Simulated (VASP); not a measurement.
# AlIn2Sb2As (P6/mmm) in VASP: further runs, part 2 of 2

VASP 6.6.1. Earlier steps stand in the parts before.

## 3. Single point, PBE

This run uses another cell than the first one, of 41.20 Å³/atom, 1.506 times its volume.

INCAR reads:

```
SYSTEM = AlIn2Sb2As
ALGO     = Normal         ! electronic algorithm
EDIFF    = 1E-7           ! SCF threshold, eV
ENCUT    = 520            ! plane-wave cutoff, eV
GGA      = PE             ! functional
ISIF     = 2              ! what is computed and relaxed
ISMEAR   = 0              ! smearing method
LASPH    = .TRUE.         ! aspherical terms in the spheres
LCHARG   = .FALSE.        ! write CHGCAR
LREAL    = .FALSE.        ! projectors in reciprocal space
LWAVE    = .FALSE.        ! write WAVECAR
NBANDS   = 31             ! bands
NELM     = 60             ! most SCF steps
PREC     = Accurate       ! precision mode
SIGMA    = 0.1            ! smearing width, eV
```

KPOINTS reads:

```
k-points
0
G
  6 6 2
  0 0 0
```

POSCAR reads:

```
AlIn2Sb2As
1.0
    5.2121008225      0.0000000000      0.0000000000
   -2.6060504112      4.5138117193      0.0000000000
    0.0000000000      0.0000000000     10.5064149381
Al In Sb As
1 2 2 1
Direct
    0.0000000000      0.0000000000      0.0000000000
    0.3333333333      0.6666666667      0.0000000000
    0.6666666667      0.3333333333      0.0000000000
    0.0000000000      0.0000000000      0.7433988403
    0.0000000000      0.0000000000      0.2566011597
    0.0000000000      0.0000000000      0.5000000000
```

Potentials or basis: VASP PAW PBE potentials, release 64 (Al, In_d, Sb, As).

Started as:

```
cat potpaw_PBE.64/Al/POTCAR potpaw_PBE.64/In_d/POTCAR potpaw_PBE.64/Sb/POTCAR potpaw_PBE.64/As/POTCAR > POTCAR
mpirun -np 1 vasp_std > vasp.out
```

OUTCAR:

```text
SYSTEM = AlIn2Sb2As
   EDIFF = 1E-7
   ENCUT = 520
   GGA = PE
   ISIF = 2
   ISMEAR = 0
   LASPH = .TRUE.
   LREAL = .FALSE.
   NELM = 60
   PREC = Accurate

 ion  position               nearest neighbor table
   1  0.000  0.000  0.000-   4 2.70   5 2.70   2 3.01   3 3.01   2 3.01   3 3.01   3 3.01   2 3.01

   2  0.333  0.667  0.000-   3 3.01   1 3.01   3 3.01   1 3.01   1 3.01   3 3.01
   3  0.667  0.333  0.000-   2 3.01   1 3.01   2 3.01   1 3.01   1 3.01   2 3.01
   4  0.000  0.000  0.743-   6 2.56   1 2.70
   5  0.000  0.000  0.257-   6 2.56   1 2.70
   6  0.000  0.000  0.500-   4 2.56   5 2.56

  LATTYP: Found a hexagonal cell.
 ALAT       =     5.2121008225
 C/A-ratio  =     2.0157735424

  Lattice vectors:

 A1 = (   5.2121008225,   0.0000000000,   0.0000000000)
 A2 = (  -2.6060504112,   4.5138117193,   0.0000000000)
 A3 = (   0.0000000000,   0.0000000000,  10.5064149381)

Analysis of symmetry for initial positions (statically):
=====================================================================
 Subroutine PRICEL returns:
 Original cell was already a primitive cell.

 Routine SETGRP: Setting up the symmetry group for a
 hexagonal supercell.

 Subroutine GETGRP returns: Found 24 space group operations
 (whereof 24 operations were pure point group operations)
 out of a pool of 24 trial point group operations.

The static configuration has the point symmetry D_6h.

Analysis of symmetry for dynamics (positions and initial velocities):
=====================================================================
 Subroutine PRICEL returns:
 Original cell was already a primitive cell.

 Routine SETGRP: Setting up the symmetry group for a
 hexagonal supercell.

 Subroutine GETGRP returns: Found 24 space group operations
 (whereof 24 operations were pure point group operations)
 out of a pool of 24 trial point group operations.

The dynamic configuration has the point symmetry D_6h.

 Subroutine INISYM returns: Found 24 space group operations
 (whereof 24 operations are pure point group operations),
 and found     1 'primitive' translations

----------------------------------------------------------------------------------------

                                     Primitive cell

  volume of cell :     247.1786

  direct lattice vectors                    reciprocal lattice vectors
     5.212100823  0.000000000  0.000000000     0.191861216  0.110771125  0.000000000
    -2.606050411  4.513811719  0.000000000     0.000000000  0.221542249  0.000000000
     0.000000000  0.000000000 10.506414938     0.000000000  0.000000000  0.095179945

  length of vectors
     5.212100823  5.212100822 10.506414938     0.221542249  0.221542249  0.095179945

  position of ions in fractional coordinates (direct lattice)
     0.000000000  0.000000000  0.000000000
     0.333333333  0.666666667  0.000000000
     0.666666667  0.333333333  0.000000000
     0.000000000  0.000000000  0.743398840
     0.000000000  0.000000000  0.256601160
     0.000000000  0.000000000  0.500000000

  ion indices of the primitive-cell ions
   primitive index   ion index
                 1           1
[... 37 lines left out ...]
  0.500000 -0.000000  0.000000      3.000000
  0.166667  0.166667  0.000000      6.000000
  0.333333  0.166667  0.000000     12.000000
  0.333333  0.333333  0.000000      2.000000
  0.000000  0.000000  0.500000      1.000000
  0.166667 -0.000000  0.500000      6.000000
  0.333333 -0.000000  0.500000      6.000000
  0.500000 -0.000000  0.500000      3.000000
  0.166667  0.166667  0.500000      6.000000
  0.333333  0.166667  0.500000     12.000000
  0.333333  0.333333  0.500000      2.000000
   k-points           NKPTS =     14   k-points in BZ     NKDIM =     14   number of bands    NBANDS=     31
   number of dos      NEDOS =    301   number of ions     NIONS =      6
   total plane-waves  NPLWV = 128000
   dimension x,y,z NGX =    40 NGY =   40 NGZ =   80
   dimension x,y,z NGXF=    80 NGYF=   80 NGZF=  160
   ions per type =               1   2   2   1
   NGX,Y,Z   is equivalent  to a cutoff of  12.76, 12.76, 12.66 a.u.
   NGXF,Y,Z  is equivalent  to a cutoff of  25.52, 25.52, 25.32 a.u.
 SYSTEM =  AlIn2Sb2As
   PREC   = accura    normal or accurate (medium, high low for compatibility)
   ISTART =      0    job   : 0-new  1-cont  2-samecut
   ICHARG =      2    charge: 1-file 2-atom 10-const
   ISPIN  =      1    spin polarized calculation?
   LNONCOLLINEAR =      F non collinear calculations
   LSORBIT =      F    spin-orbit coupling
   LASPH  =      T    aspherical Exc in radial PAW
   ENCUT  =  520.0 eV  38.22 Ry    6.18 a.u.   9.69  9.69 19.53*2*pi/ulx,y,z
   NELM   =     60;   NELMIN=  2; NELMDL= -5     # of ELM steps
   EDIFF  = 0.1E-06   stopping-criterion for ELM
   LREAL  =      F    real-space projection
   EDIFFG = 0.1E-05   stopping-criterion for IOM
   NSW    =      0    number of steps for IOM
   IBRION =     -1    ionic relax: 0-MD 1-quasi-New 2-CG
   NFREE  =      0    steps in history (QN), initial steepest desc. (CG)
   ISIF   =      2    stress and relaxation
   ISYM   =      2    0-nonsym 1-usesym 2-fastsym
   POTIM  = 0.5000    time-step for ionic-motion
   TEBEG  =    0.0;   TEEND  =   0.0 temperature during run
   PSTRESS=    0.0 pullay stress
   NELECT =      44.0000    total number of electrons
   NUPDOWN=      -1.0000    fix difference up-down
   EMIN   =  10.00;   EMAX   =-10.00  energy-range for DOS
   EFERMI =   0.00;   METHOD = LEGACY
   ISMEAR =     0;   SIGMA  =   0.10  broadening in eV -4-tet -1-fermi 0-gaus
   EFERMI_NEDOS =   21; number of points for ismear=-14 and -15
   IALGO  =     38    algorithm
   IMIX   =      4    mixing-type and parameters
     AMIX     =   0.40;   BMIX     =  1.00
     AMIX_MAG =   1.60;   BMIX_MAG =  1.00
  volume/ion in A,a.u.               =      41.20       278.01
  Fermi-wavevector in a.u.,A,eV,Ry     =   0.920920  1.740287 11.539026  0.848095
  Thomas-Fermi vector in A             =   2.046280
   LORBIT       =      0    0 simple, 1 ext, 2 COOP (PROOUT), +10 PAW based schemes
   GGA     = PE    functional components
   LHFCALC =     F    Hartree Fock is set to
   AEXX    =    0.0000 exact exchange contribution
   IVDW    =     0    specifies the selected vdW correction
   LEPSILON=     F    determine dielectric tensor
   LRPA    =     F    only Hartree local field effects (RPA)
 non-spin polarized calculation
 Gauss-broadening in eV      SIGMA  =   0.10
  energy-cutoff  :      520.00
  volume of cell :      247.18
 maximum number of plane-waves:      6687
 NGX is ok and might be reduce to    40
   NGX = 19   NGY = 19   NGZ = 39

 number of electron      44.0000001 magnetization

 Free energy of the ion-electron system (eV)
  ---------------------------------------------------
  ext. energy  EPLUGINS =         0.00000000
  ---------------------------------------------------
  free energy    TOTEN  =       -18.16046324 eV

  energy without entropy =      -18.13945728  energy(sigma->0) =      -18.14996026

 E-fermi :   2.1330     XC(G=0):  -7.4410

 val. band max:        2.1293644277   @ k =   0.1667  -0.0000   0.0000
 cond. band min:       2.1843784265   @ k =   0.3333  -0.0000   0.5000
 fundamental gap:      0.0550139988
 Fermi energy:         2.1330247995

 k-point     1 :       0.0000    0.0000    0.0000
  band No.  band energies     occupation
      1     -12.5339      2.00000
      2     -12.4150      2.00000
      3     -12.4150      2.00000
      4     -12.3986      2.00000
      5     -12.3986      2.00000
      6     -12.2747      2.00000
[... 465 lines left out ...]
     30       8.2329      0.00000
     31       8.2329      0.00000

------------------------ aborting loop because EDIFF is reached ----------------------------------------

  FORCE on cell =-STRESS in cart. coord.  units (eV):
  Direction    XX          YY          ZZ          XY          YZ          ZX
  --------------------------------------------------------------------------------------
  -------------------------------------------------------------------------------------
  Total        0.2211459      0.2211459      0.0333126      0.0000000     -0.0000000      0.0000000
  in kB        1.4334374      1.4334374      0.2159278      0.0000000     -0.0000000      0.0000000
  external PRESSURE =       1.0276008 kB  Pullay stress =       0.0000000 kB

 VOLUME and BASIS-vectors are now :
 -----------------------------------------------------------------------------
  energy-cutoff  :      520.00
  volume of cell :      247.18
      direct lattice vectors                 reciprocal lattice vectors
     5.212100823  0.000000000  0.000000000     0.191861216  0.110771125  0.000000000
    -2.606050411  4.513811719  0.000000000     0.000000000  0.221542249  0.000000000
     0.000000000  0.000000000 10.506414938     0.000000000  0.000000000  0.095179945

 POSITION                                       TOTAL-FORCE (eV/Angst)
 -----------------------------------------------------------------------------------
      0.00000      0.00000      0.00000        -0.000000      0.000000      0.000000
     -0.00000      3.00921      0.00000        -0.000000      0.000000      0.000000
      2.60605      1.50460      0.00000         0.000000      0.000000      0.000000
      0.00000      0.00000      7.81046        -0.000000     -0.000000     -0.004602
      0.00000      0.00000      2.69596        -0.000000      0.000000      0.004602
      0.00000      0.00000      5.25321        -0.000000      0.000000      0.000000
 -----------------------------------------------------------------------------------
    total drift:                                0.000000     -0.000000      0.000000

  FREE ENERGIE OF THE ION-ELECTRON SYSTEM (eV)
  ---------------------------------------------------
  free  energy   TOTEN  =       -18.1604632447 eV

  energy  without entropy=      -18.1394572823  energy(sigma->0) =      -18.14996026
```

Run time: 2.1 min. Hardware: 1 thread of Intel Xeon 6975P-C, shared host; peak memory 0.42 GiB.

Results:

* Free energy: -18.1605 eV
* Pressure: 0.1 GPa
* Largest force: 0.005 eV/Å
* Band gap on the k mesh: zero (band 22 reaches 3.24 eV, above the bottom of band 23 at 1.84 eV)

Forces in eV/Å, atoms in the order of the input:
```
Al   0.000  0.000  0.000
In   0.000  0.000  0.000
In   0.000  0.000  0.000
Sb   0.000  0.000 -0.005
Sb   0.000  0.000  0.005
As   0.000  0.000  0.000
```

Levels at points of the mesh, in eV from the Fermi level:
| k point | band 20 | band 21 | band 22 | band 23 | band 24 | band 25 |
| --- | --- | --- | --- | --- | --- | --- |
| (0.00, 0.00, 0.00) | -0.22 | -0.22 | -0.14 | -0.14 | 0.07 | 0.07 |
| (0.50, 0.00, 0.00) | -1.69 | -0.90 | -0.21 | 1.09 | 1.89 | 2.11 |
| (0.00, 0.00, 0.50) | -1.02 | -0.57 | -0.22 | -0.22 | 0.16 | 1.38 |
| (0.50, 0.00, 0.50) | -0.72 | -0.58 | -0.43 | -0.29 | 0.63 | 1.13 |

Caveat: spin-orbit coupling is left out, which moves the levels of the heavy elements.

## 4. Relaxation of cell and atoms, PBE

INCAR reads:

```
SYSTEM = AlIn2Sb2As
ALGO = Normal ; EDIFF = 1E-7
EDIFFG = -0.04 ; ENCUT = 600
GGA = PE ; IBRION = 2
ISIF = 3 ; ISMEAR = 0
LASPH = .TRUE. ; LCHARG = .FALSE.
LREAL = .FALSE. ; LWAVE = .FALSE.
NELM = 80 ; NSW = 90
PREC = Accurate ; SIGMA = 0.1
```

KPOINTS is that of step 3.

POSCAR reads:

```
AlIn2Sb2As
1.0
    4.3194378000      0.0000000000      0.0000000000
   -2.1597189000      3.7407428700      0.0000000000
    0.0000000000      0.0000000000     10.1552252000
Al In Sb As
1 2 2 1
Direct
    0.0000000000      0.0000000000      0.0000000000
    0.3333333300      0.6666666700      0.0000000000
    0.6666666700      0.3333333300      0.0000000000
    0.0000000000      0.0000000000      0.7465572300
    0.0000000000      0.0000000000      0.2534427700
    0.0000000000      0.0000000000      0.5000000000
```

Started as:

```
cat potpaw_PBE.64/Al/POTCAR potpaw_PBE.64/In_d/POTCAR potpaw_PBE.64/Sb/POTCAR potpaw_PBE.64/As/POTCAR > POTCAR
mpirun -np 1 vasp_std > vasp.out
```

It took 12 min on 1 thread of Intel Xeon 6975P-C, shared host; peak memory 0.39 GiB.

The run converged. Its results:

```yaml
Free_energy: -18.1537 eV
Relaxed_volume: 41.57 Å³/atom
Relaxed_cell: a = 5.233 Å, b = 5.233 Å, c = 10.519 Å, α = 90.00°, β = 90.00°, γ = 120.00°
Space_group_after_relaxing_to_0.05_Å: P6/mmm (No. 191)
Energy_gained_by_relaxing: 701.1 meV/atom
Ionic_steps: 9
Pressure_after_relaxing: 0.0 GPa
Largest_force_after_relaxing: 0.034 eV/Å
Band_gap_on_the_k_mesh: zero (band 22 reaches 3.18 eV, above the bottom of band 23 at 1.80 eV)
```

Forces in eV/Å, atoms in the order of the input:
```
Al   0.000  0.000  0.000
In   0.000  0.000  0.000
In   0.000  0.000  0.000
Sb   0.000  0.000  0.034
Sb   0.000  0.000 -0.034
As   0.000  0.000  0.000
```

The path:
```csv
step,energy change (eV),largest force (eV/Å),pressure (GPa),volume (Å³)
1,0.0000,0.9169,21.34,164.09
2,-4.0257,0.2763,-1.84,265.36
3,-4.0740,0.2385,-0.12,240.22
4,-4.0897,0.2441,-0.94,250.07
5,-4.0907,0.2415,-0.79,248.12
6,-4.1775,0.3273,0.89,243.27
7,-4.2007,0.1152,0.30,244.79
8,-4.2052,0.0742,0.12,247.08
9,-4.2067,0.0343,-0.05,249.43
```

Final structure:
```cif
data_structure
_symmetry_space_group_name_H-M 'P 1'
_symmetry_Int_Tables_number 1
_cell_length_a 5.2326
_cell_length_b 5.2326
_cell_length_c 10.5191
_cell_angle_alpha 90.000
_cell_angle_beta 90.000
_cell_angle_gamma 120.000
_cell_volume 249.43
loop_
_atom_site_label
_atom_site_type_symbol
_atom_site_fract_x
_atom_site_fract_y
_atom_site_fract_z
_atom_site_occupancy
Al1 Al 0.00000 0.00000 0.00000 1
In1 In 0.33333 0.66667 0.00000 1
In2 In 0.66667 0.33333 0.00000 1
Sb1 Sb 0.00000 0.00000 0.74292 1
Sb2 Sb 0.00000 0.00000 0.25708 1
As1 As 0.00000 0.00000 0.50000 1
```

Levels at points of the mesh, in eV from the Fermi level:
| k point | band 19 | band 20 | band 21 | band 22 | band 23 | band 24 | band 25 | band 26 |
| --- | --- | --- | --- | --- | --- | --- | --- | --- |
| (0.00, 0.00, 0.00) | -0.62 | -0.21 | -0.21 | -0.14 | -0.14 | 0.07 | 0.07 | 0.80 |
| (0.50, 0.00, 0.00) | -1.69 | -1.67 | -0.91 | -0.21 | 1.10 | 1.88 | 2.10 | 2.37 |
| (0.00, 0.00, 0.50) | -1.02 | -1.02 | -0.62 | -0.21 | -0.21 | 0.13 | 1.38 | 1.38 |
| (0.50, 0.00, 0.50) | -1.23 | -0.74 | -0.57 | -0.42 | -0.28 | 0.62 | 1.13 | 2.20 |

Caveat: the volume moved by over 15 % at a fixed basis, so the end points are rough; spin-orbit coupling is left out, which moves the levels of the heavy elements.

## 5. Single point, PBE

This run uses another cell than the first one, of 41.45 Å³/atom, 1.516 times its volume.

INCAR reads:

```
  PREC = Accurate
  ENCUT = 520
  EDIFF = 1E-6
  ISMEAR = 0
  SIGMA = 0.1
  LREAL = False
  LASPH = True
  NELM = 100
  ALGO = Normal
  ISIF = 2
  LWAVE = False
  LCHARG = False
  GGA = PE
  NBANDS = 31
```

KPOINTS reads:

```
Automatic mesh
0
Gamma
  12 12 4
```

POSCAR reads:

```
AlIn2Sb2As
1.0
    5.2634720425      0.0000000000      0.0000000000
   -2.6317360212      4.5583005009      0.0000000000
    0.0000000000      0.0000000000     10.3647799147
Al In Sb As
1 2 2 1
Direct
    0.0000000000      0.0000000000      0.0000000000
    0.3333333333      0.6666666667      0.0000000000
    0.6666666667      0.3333333333      0.0000000000
    0.0000000000      0.0000000000      0.7441735054
    0.0000000000      0.0000000000      0.2558264946
    0.0000000000      0.0000000000      0.5000000000
```

Started as:

```
cat potpaw_PBE.64/Al/POTCAR potpaw_PBE.64/In_d/POTCAR potpaw_PBE.64/Sb/POTCAR potpaw_PBE.64/As/POTCAR > POTCAR
mpirun -np 1 vasp_std > vasp.out
```

Wall time 7.2 min (1 thread of Intel Xeon 6975P-C, shared host); peak memory 0.66 GiB.

Results (log left out):

| Property | Result |
| --- | --- |
| Free energy | -18.1873 eV |
| Pressure | 0.1 GPa |
| Largest force | 0.013 eV/Å |
| Band gap on the k mesh | zero (band 22 reaches 3.19 eV, above the bottom of band 23 at 1.83 eV) |

Forces in eV/Å, atoms in the order of the input:
```
Al   0.000  0.000  0.000
In   0.000  0.000  0.000
In   0.000  0.000  0.000
Sb   0.000  0.000  0.013
Sb   0.000  0.000 -0.013
As   0.000  0.000  0.000
```

Levels at points of the mesh, in eV from the Fermi level:
```csv
k point,band 19,band 20,band 21,band 22,band 23,band 24,band 25,band 26
"(0.00, 0.00, 0.00)",-0.86,-0.37,-0.37,-0.33,-0.33,-0.14,-0.14,0.70
"(0.50, 0.00, 0.00)",-1.84,-1.84,-1.08,-0.41,1.04,1.81,1.97,2.25
"(0.00, 0.00, 0.50)",-1.25,-1.25,-0.86,-0.37,-0.37,0.04,1.20,1.22
"(0.50, 0.00, 0.50)",-1.44,-0.79,-0.67,-0.52,-0.40,0.51,0.99,2.02
```

Caveat: spin-orbit coupling is left out, which moves the levels of the heavy elements.

## 6. Overview

| task | cell | k mesh | cutoff (eV) | gap on the mesh (eV) | pressure (GPa) | largest force (eV/Å) |
| --- | --- | --- | --- | --- | --- | --- |
| single point | a = 4.319, b = 4.319, c = 10.155 Å, angles 90.0, 90.0, 120.0°, 6 atoms | 6 × 6 × 2 | 520 | none | 21.3 | 0.92 |
| single point | a = 5.212, b = 5.212, c = 10.506 Å, angles 90.0, 90.0, 120.0°, 6 atoms | 6 × 6 × 2 | 520 | none | 0.1 | - |
| relaxation of cell and atoms | relaxed from a = 4.319, b = 4.319, c = 10.155 Å, angles 90.0, 90.0, 120.0°, 6 atoms | 6 × 6 × 2 | 600 | none | 0.0 | 0.03 |
| single point | a = 5.263, b = 5.263, c = 10.365 Å, angles 90.0, 90.0, 120.0°, 6 atoms | 12 × 12 × 4 | 520 | none | 0.1 | 0.01 |

Alike in all rows: level PBE; potentials or basis VASP PAW PBE potentials, release 64 (Al, In_d, Sb, As); no spin polarisation; smearing gaussian 0.1 eV.

Caveats: spin-orbit coupling is left out, which moves the levels of the heavy elements; the volume moved by over 15 % at a fixed basis, so the end points are rough (some runs).

Absolute energies hang on the potentials; compare differences alone.
